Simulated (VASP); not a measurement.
Write the native input for VASP 6.6.1 that does the following.

| Item | Value |
| --- | --- |
| Task | single point |
| Functional | HSE06 |
| Potentials or basis | VASP PAW PBE potentials, release 64 (Li_sv, H) |
| Cutoff | 520 eV |
| k mesh | 8 × 8 × 8 |
| Occupations | gaussian, width 0.01 eV |
| Spin | no spin polarisation |
| Dipole correction | no |
| Grid for exact exchange (PRECFOCK) | Normal |
| Further INCAR settings | ALGO = Normal; EDIFF = 1e-06; NBANDS = 9 |
| Screening parameter | 0.2079 1/Å |

Crystal: LiH.

```
Li H
1.0
     0.00000    2.09860    2.09860
     2.09860    0.00000    2.09860
     2.09860    2.09860    0.00000
Li H
1 1
Direct
  0.00000 0.00000 0.00000
  0.50000 0.50000 0.50000
```

This cell differs from its parent crystal: strain +5.0%.

One way to write it, as run:

POSCAR

```
LiH
1.0
    0.0000000000      2.0985961725      2.0985961725
    2.0985961725      0.0000000000      2.0985961725
    2.0985961725      2.0985961725      0.0000000000
Li H
1 1
Direct
    0.0000000000      0.0000000000      0.0000000000
    0.5000000000      0.5000000000      0.5000000000
```

INCAR.step1

```
SYSTEM = LiH
ALGO = Normal ; EDIFF = 1E-5
ENCUT = 520 ; GGA = PE
ISIF = 2 ; ISMEAR = 0
LASPH = .True. ; LCHARG = .False.
LREAL = .False. ; LWAVE = .True.
NBANDS = 9 ; NELM = 80
PREC = Accurate ; SIGMA = 0.01
```

INCAR.step2

```
SYSTEM = LiH
ALGO = Normal ; EDIFF = 1E-6
ENCUT = 520 ; GGA = PE
HFSCREEN = 0.2079 ; ISIF = 2
ISMEAR = 0 ; ISTART = 1
LASPH = .True. ; LCHARG = .False.
LHFCALC = .True. ; LREAL = .False.
LWAVE = .False. ; NBANDS = 9
NELM = 80 ; PREC = Accurate
PRECFOCK = Normal ; SIGMA = 0.01
```

KPOINTS

```
k-points
0
Gamma
  8 8 8
  0 0 0
```

Potentials or basis: VASP PAW PBE potentials, release 64 (Li_sv, H).

Run with:

```console
$ cat potpaw_PBE.64/Li_sv/POTCAR potpaw_PBE.64/H/POTCAR > POTCAR
$ cp INCAR.step1 INCAR
$ mpirun -np 1 vasp_std > vasp.out
$ cp INCAR.step2 INCAR
$ mpirun -np 1 vasp_std > vasp.out
```

Results of the run:

```
Band gap on the k mesh : 4.03 eV, direct
```

Caveat: the cell differs from its parent crystal (strain +5.0%).

Wall time 12 min on 1 thread of Intel Xeon 8259CL, with other jobs on the host, peak memory 0.25 GiB.
